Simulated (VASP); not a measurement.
# GaN (F-43m) in VASP: further runs, part 2 of 2

VASP 6.6.1. The steps go on from the part before.

### 3 Phonons, r2SCAN

This run uses another cell than the first one, of 11.37 Å³/atom, 1.010 times its volume.

Input file INCAR:

```
PREC     = Accurate       # precision mode
ENCUT    = 520            # plane-wave cutoff, eV
EDIFF    = 1E-8           # SCF threshold, eV
ISMEAR   = 0              # smearing method
SIGMA    = 0.01           # smearing width, eV
LREAL    = F              # projectors in reciprocal space
LASPH    = T              # aspherical terms in the spheres
NELM     = 100            # most SCF steps
ALGO     = Normal         # electronic algorithm
ISIF     = 2              # what is computed and relaxed
LWAVE    = F              # write WAVECAR
LCHARG   = F              # write CHGCAR
METAGGA  = R2SCAN         # meta-GGA
LMIXTAU  = T            
IBRION   = 6              # ionic algorithm
NFREE    = 2            
POTIM    = 0.015          # step
NSW      = 1              # ionic steps
```

Input file KPOINTS:

```
Automatic mesh
0
Gamma
  10 10 10
```

Input file POSCAR:

```
GaN
1.0
    2.2489450353      2.2489450353      0.0000000000
   -2.2489450353      2.2489450353      0.0000000000
    0.0000000000      2.2489450353      2.2489450353
Ga N
1 1
Direct
    0.0000000000      0.0000000000      0.0000000000
    0.2500000000      0.7500000000      0.5000000000
```

Potentials or basis: VASP PAW PBE potentials, release 64 (Ga_d, N).

The run is started by

```bash
> cat potpaw_PBE.64/Ga_d/POTCAR potpaw_PBE.64/N/POTCAR > POTCAR
> mpirun -np 1 vasp_std > vasp.out
```

OUTCAR:

```text
PREC = Accurate
   ENCUT = 520
   EDIFF = 1E-8
   ISMEAR = 0
   LREAL = F
   LASPH = T
   NELM = 100
   ISIF = 2
   METAGGA = R2SCAN
   IBRION = 6
   NFREE = 2
   POTIM = 0.015
   NSW = 1

 ion  position               nearest neighbor table
   1  0.000  0.000  0.000-   2 1.95   2 1.95   2 1.95   2 1.95
   2  0.250  0.750  0.500-   1 1.95   1 1.95   1 1.95   1 1.95

  LATTYP: Found a face centered cubic cell.
 ALAT       =     4.4978900706

  Lattice vectors:

 A1 = (   0.0000000000,   2.2489450353,   2.2489450353)
 A2 = (   2.2489450353,   0.0000000000,   2.2489450353)
 A3 = (   2.2489450353,   2.2489450353,   0.0000000000)

Analysis of symmetry for initial positions (statically):
=====================================================================
 Subroutine PRICEL returns:
 Original cell was already a primitive cell.

 Routine SETGRP: Setting up the symmetry group for a
 face centered cubic supercell.

 Subroutine GETGRP returns: Found 24 space group operations
 (whereof 24 operations were pure point group operations)
 out of a pool of 48 trial point group operations.

The static configuration has the point symmetry T_d .

Analysis of symmetry for dynamics (positions and initial velocities):
=====================================================================
 Subroutine PRICEL returns:
 Original cell was already a primitive cell.

 Routine SETGRP: Setting up the symmetry group for a
 face centered cubic supercell.

 Subroutine GETGRP returns: Found 24 space group operations
 (whereof 24 operations were pure point group operations)
 out of a pool of 48 trial point group operations.

The dynamic configuration has the point symmetry T_d .

 Subroutine INISYM returns: Found 24 space group operations
 (whereof 24 operations are pure point group operations),
 and found     1 'primitive' translations

----------------------------------------------------------------------------------------

                                     Primitive cell

  volume of cell :      22.7492

  direct lattice vectors                    reciprocal lattice vectors
     2.248945035  2.248945035  0.000000000     0.222326465  0.222326465 -0.222326465
    -2.248945035  2.248945035  0.000000000    -0.222326465  0.222326465 -0.222326465
     0.000000000  2.248945035  2.248945035     0.000000000  0.000000000  0.444652930

  length of vectors
     3.180488570  3.180488570  3.180488570     0.385080733  0.385080733  0.444652930

  position of ions in fractional coordinates (direct lattice)
     0.000000000  0.000000000  0.000000000
     0.250000000  0.750000000  0.500000000

  ion indices of the primitive-cell ions
   primitive index   ion index
                 1           1
                 2           2

[... 104 lines left out ...]
 Gauss-broadening in eV      SIGMA  =   0.01
  energy-cutoff  :      520.00
  volume of cell :       22.75
 maximum number of plane-waves:       622
   NGX = 11   NGY = 11   NGZ = 11

--------------------------------------- Ionic step        1  -------------------------------------------

 number of electron      18.0000009 magnetization

 Free energy of the ion-electron system (eV)
  ---------------------------------------------------
  ext. energy  EPLUGINS =         0.00000000
  ---------------------------------------------------
  free energy    TOTEN  =       -21.89635351 eV

  energy without entropy =      -21.89635351  energy(sigma->0) =      -21.89635351

------------------------ aborting loop because EDIFF is reached ----------------------------------------

  FORCE on cell =-STRESS in cart. coord.  units (eV):
  Direction    XX          YY          ZZ          XY          YZ          ZX
  --------------------------------------------------------------------------------------
  -------------------------------------------------------------------------------------
  Total        0.1565719      0.1565719      0.1565719      0.0000000     -0.0000000      0.0000000
  in kB       11.0270096     11.0270096     11.0270096      0.0000000     -0.0000000      0.0000000
  external PRESSURE =      11.0270096 kB  Pullay stress =       0.0000000 kB
[... 131 lines left out ...]
--------------------------------------- Ionic step        5  -------------------------------------------

 number of electron      18.0000008 magnetization

 Free energy of the ion-electron system (eV)
  ---------------------------------------------------
  ext. energy  EPLUGINS =         0.00000000
  ---------------------------------------------------
  free energy    TOTEN  =       -21.89490720 eV

  energy without entropy =      -21.89490720  energy(sigma->0) =      -21.89490720

 E-fermi :   5.2534     XC(G=0): -12.6706

 val. band max:        5.1110452744   @ k =   0.0000   0.0000   0.0000
 cond. band min:       7.2424638069   @ k =   0.0000   0.0000   0.0000
 fundamental gap:      2.1314185325
 Fermi energy:         5.2533588598

 k-point     1 :       0.0000    0.0000    0.0000
  band No.  band energies     occupation
      1     -11.7012      2.00000
      2      -8.7581      2.00000
      3      -8.7525      2.00000
      4      -8.7480      2.00000
      5      -8.3959      2.00000
      6      -8.3958      2.00000
      7       5.0526      2.00000
      8       5.0833      2.00000
      9       5.1110      2.00000
     10       7.2425      0.00000
     11      16.1042      0.00000
     12      16.1262      0.00000
     13      16.1506      0.00000
[... 354 lines left out ...]
  band No.  band energies     occupation
      1     -10.5358      2.00000
      2      -8.6196      2.00000
      3      -8.5160      2.00000
      4      -8.4547      2.00000
      5      -8.3625      2.00000
      6      -6.8028      2.00000
      7      -1.0049      2.00000
      8       0.9455      2.00000
      9       3.0587      2.00000
     10      11.0626      0.00000
     11      13.6415      0.00000
     12      16.5212      0.00000
     13      18.3382      0.00000

 [... further k-points ...]
[... 5 lines left out ...]
  --------------------------------------------------------------------------------------
  -------------------------------------------------------------------------------------
  Total        0.1567696      0.1611647      0.1611647      0.0000000      0.1345865     -0.0000000
  in kB       11.0409340     11.3504765     11.3504765      0.0000000      9.4786320     -0.0000000
  external PRESSURE =      11.2472957 kB  Pullay stress =       0.0000000 kB
[... 17 lines left out ...]
  FREE ENERGIE OF THE ION-ELECTRON SYSTEM (eV)
  ---------------------------------------------------
  free  energy   TOTEN  =       -21.8949071987 eV

  energy  without entropy=      -21.8949071987  energy(sigma->0) =      -21.89490720

 INTERNAL STRAIN TENSORS FROM DISPLACED ATOMS
 ============================================

 INTERNAL STRAIN TENSOR FOR ION    1 for displacements in x,y,z  (eV/Angst):
          X           Y           Z          XY          YZ          ZX
  --------------------------------------------------------------------------------
  x     0.00000     0.00000     0.00000     0.00000     8.57044     0.00000
  y    -0.00000     0.00000    -0.00000     0.00000     0.00000     8.57044
  z     0.00000     0.00000     0.00000     8.57044     0.00000    -0.00000

 INTERNAL STRAIN TENSOR FOR ION    2 for displacements in x,y,z  (eV/Angst):
          X           Y           Z          XY          YZ          ZX
  --------------------------------------------------------------------------------
  x     0.00000    -0.00000    -0.00000     0.00000    -8.99627    -0.00000
  y    -0.00000     0.00000    -0.00000    -0.00000     0.00000    -8.99627
  z    -0.00000    -0.00000     0.00000    -8.99627    -0.00000     0.00000

 Eigenvectors and eigenvalues of the dynamical matrix
 ----------------------------------------------------

   1 f  =   16.553620 THz   104.009463 2PiTHz  552.169335 cm-1    68.460241 meV
             X         Y         Z           dx          dy          dz
      0.000000  0.000000  0.000000     0.000000   -0.000000   -0.401365
     -1.124473  3.373418  1.124473    -0.000000    0.000000    0.915918
[... 21 lines left out ...]
   6 f/i=    0.137066 THz     0.861212 2PiTHz    4.572034 cm-1     0.566860 meV
             X         Y         Z           dx          dy          dz
      0.000000  0.000000  0.000000     0.000000   -0.000000   -0.915918
     -1.124473  3.373418  1.124473    -0.000000    0.000000   -0.401365

 ELASTIC MODULI CONTR FROM IONIC RELAXATION (kBar)
 Direction    XX          YY          ZZ          XY          YZ          ZX
 --------------------------------------------------------------------------------
 XX          -0.0000     -0.0000     -0.0000     -0.0000     -0.0000     -0.0000
 YY          -0.0000     -0.0000     -0.0000     -0.0000     -0.0000     -0.0000
 ZZ          -0.0000     -0.0000     -0.0000     -0.0000     -0.0000     -0.0000
 XY          -0.0000     -0.0000     -0.0000   -422.0011     -0.0000     -0.0000
 YZ          -0.0000     -0.0000     -0.0000     -0.0000   -422.0011     -0.0000
 ZX          -0.0000     -0.0000     -0.0000     -0.0000     -0.0000   -422.0011
 --------------------------------------------------------------------------------
```

Wall time 3.5 min (1 thread of Intel Xeon 6975P-C (Granite Rapids), shared host); peak memory 0.22 GiB.

What came out:

```yaml
Highest_phonon_frequency_at_Γ_LO-TO_splitting_left_out: 552 cm⁻¹
```

Phonon frequencies in cm⁻¹ (negative: imaginary):
| q point | frequencies |
| --- | --- |
| (0.000, 0.000, 0.000) | -5 -5 -5 552 552 552 |

Caveat: the cell wasn't relaxed at this level first, which shifts response properties; the PAW data sets were made with another functional, which shifts forces and pressure a little.

### 4 Phonons, r2SCAN

This run uses another cell than the first one, of 11.49 Å³/atom, 1.021 times its volume.

Input file INCAR:

```
SYSTEM = GaN
ALGO = Normal ; EDIFF = 1E-8
ENCUT = 520 ; IBRION = 6
ISIF = 2 ; ISMEAR = 0
LASPH = .TRUE. ; LCHARG = .TRUE.
LMIXTAU = .TRUE. ; LREAL = .FALSE.
LWAVE = .FALSE. ; METAGGA = R2SCAN
NELM = 80 ; NFREE = 2
NSW = 1 ; POTIM = 0.015
PREC = Accurate ; SIGMA = 0.01
```

Input file KPOINTS:

```
k-points
0
G
  10 10 10
  0 0 0
```

Input file POSCAR:

```
GaN
1.0
    2.2566868419      2.2566868419      0.0000000000
   -2.2566868419      2.2566868419      0.0000000000
    0.0000000000      2.2566868419      2.2566868419
Ga N
1 1
Direct
    0.0000000000      0.0000000000      0.0000000000
    0.2500000000      0.7500000000      0.5000000000
```

Potentials or basis: VASP PAW PBE potentials, release 64 (Ga_d, N).

The run is started by

```bash
> cat potpaw_PBE.64/Ga_d/POTCAR potpaw_PBE.64/N/POTCAR > POTCAR
> mpirun -np 1 vasp_std > vasp.out
```

OUTCAR:

```text
SYSTEM = GaN
   EDIFF = 1E-8
   ENCUT = 520
   IBRION = 6
   ISIF = 2
   ISMEAR = 0
   LASPH = .TRUE.
   LREAL = .FALSE.
   METAGGA = R2SCAN
   NELM = 80
   NFREE = 2
   NSW = 1
   POTIM = 0.015
   PREC = Accurate

 ion  position               nearest neighbor table
   1  0.000  0.000  0.000-   2 1.95   2 1.95   2 1.95   2 1.95
   2  0.250  0.750  0.500-   1 1.95   1 1.95   1 1.95   1 1.95

  LATTYP: Found a face centered cubic cell.
 ALAT       =     4.5133736838

  Lattice vectors:

 A1 = (   0.0000000000,   2.2566868419,   2.2566868419)
 A2 = (   2.2566868419,   0.0000000000,   2.2566868419)
 A3 = (   2.2566868419,   2.2566868419,   0.0000000000)

Analysis of symmetry for initial positions (statically):
=====================================================================
 Subroutine PRICEL returns:
 Original cell was already a primitive cell.

 Routine SETGRP: Setting up the symmetry group for a
 face centered cubic supercell.

 Subroutine GETGRP returns: Found 24 space group operations
 (whereof 24 operations were pure point group operations)
 out of a pool of 48 trial point group operations.

The static configuration has the point symmetry T_d .

Analysis of symmetry for dynamics (positions and initial velocities):
=====================================================================
 Subroutine PRICEL returns:
 Original cell was already a primitive cell.

 Routine SETGRP: Setting up the symmetry group for a
 face centered cubic supercell.

 Subroutine GETGRP returns: Found 24 space group operations
 (whereof 24 operations were pure point group operations)
[... 308 lines left out ...]
 cond. band min:       7.0616497326   @ k =   0.0000   0.0000   0.0000
 fundamental gap:      2.0625018199
 Fermi energy:         5.1403893418

 k-point     1 :       0.0000    0.0000    0.0000
  band No.  band energies     occupation
      1     -11.7244      2.00000
      2      -8.8622      2.00000
      3      -8.8568      2.00000
      4      -8.8526      2.00000
      5      -8.5115      2.00000
      6      -8.5114      2.00000
      7       4.9403      2.00000
      8       4.9711      2.00000
      9       4.9991      2.00000
     10       7.0616      0.00000
     11      15.9241      0.00000
     12      15.9462      0.00000
     13      15.9709      0.00000
[... 354 lines left out ...]
  band No.  band energies     occupation
      1     -10.5970      2.00000
      2      -8.7270      2.00000
      3      -8.6275      2.00000
      4      -8.5682      2.00000
      5      -8.4789      2.00000
      6      -6.9253      2.00000
      7      -1.0669      2.00000
      8       0.8806      2.00000
      9       2.9726      2.00000
     10      10.9242      0.00000
     11      13.4439      0.00000
     12      16.3323      0.00000
     13      18.1429      0.00000

 [... further k-points ...]
[... 5 lines left out ...]
  --------------------------------------------------------------------------------------
  -------------------------------------------------------------------------------------
  Total       -0.1309591     -0.1267942     -0.1267942      0.0000000      0.1255610      0.0000000
  in kB       -9.1285640     -8.8382478     -8.8382478      0.0000000      8.7522867      0.0000000
  external PRESSURE =      -8.9350199 kB  Pullay stress =       0.0000000 kB
[... 17 lines left out ...]
  FREE ENERGIE OF THE ION-ELECTRON SYSTEM (eV)
  ---------------------------------------------------
  free  energy   TOTEN  =       -21.8952528107 eV

  energy  without entropy=      -21.8952528107  energy(sigma->0) =      -21.89525281

 INTERNAL STRAIN TENSORS FROM DISPLACED ATOMS
 ============================================

 INTERNAL STRAIN TENSOR FOR ION    1 for displacements in x,y,z  (eV/Angst):
          X           Y           Z          XY          YZ          ZX
  --------------------------------------------------------------------------------
  x     0.00000     0.00000     0.00000     0.00000     7.85138     0.00000
  y    -0.00000    -0.00000    -0.00000     0.00000     0.00000     7.85138
  z     0.00000     0.00000     0.00000     7.85138     0.00000     0.00000

 INTERNAL STRAIN TENSOR FOR ION    2 for displacements in x,y,z  (eV/Angst):
          X           Y           Z          XY          YZ          ZX
  --------------------------------------------------------------------------------
  x     0.00000     0.00000     0.00000     0.00000    -8.39574    -0.00000
  y     0.00000     0.00000     0.00000    -0.00000     0.00000    -8.39574
  z     0.00000     0.00000     0.00000    -8.39574    -0.00000    -0.00000

 Eigenvectors and eigenvalues of the dynamical matrix
 ----------------------------------------------------

   1 f  =   16.303734 THz   102.439382 2PiTHz  543.834027 cm-1    67.426796 meV
             X         Y         Z           dx          dy          dz
      0.000000  0.000000  0.000000     0.000000    0.401777   -0.000000
     -1.128343  3.385030  1.128343    -0.000000   -0.915738   -0.000000
[... 21 lines left out ...]
   6 f/i=    0.127672 THz     0.802188 2PiTHz    4.258687 cm-1     0.528010 meV
             X         Y         Z           dx          dy          dz
      0.000000  0.000000  0.000000     0.368111   -0.833931    0.087342
     -1.128343  3.385030  1.128343     0.161508   -0.365884    0.038321

 ELASTIC MODULI CONTR FROM IONIC RELAXATION (kBar)
 Direction    XX          YY          ZZ          XY          YZ          ZX
 --------------------------------------------------------------------------------
 XX          -0.0000     -0.0000     -0.0000     -0.0000     -0.0000      0.0000
 YY          -0.0000     -0.0000     -0.0000     -0.0000     -0.0000      0.0000
 ZZ          -0.0000     -0.0000     -0.0000     -0.0000     -0.0000      0.0000
 XY          -0.0000     -0.0000     -0.0000   -368.0849     -0.0000      0.0000
 YZ          -0.0000     -0.0000     -0.0000     -0.0000   -368.0849     -0.0000
 ZX           0.0000      0.0000      0.0000      0.0000     -0.0000   -368.0849
 --------------------------------------------------------------------------------
```

Wall time 3.3 min (1 thread of Intel Xeon 6975P-C (Granite Rapids), shared host); peak memory 0.23 GiB.

Results:

* Highest phonon frequency at Γ, LO-TO splitting left out: 544 cm⁻¹

Phonon frequencies in cm⁻¹ (negative: imaginary):
| q point | frequencies |
| --- | --- |
| (0.000, 0.000, 0.000) | -4 -4 -4 544 544 544 |

Caveat: the PAW data sets were made with another functional, which shifts forces and pressure a little.
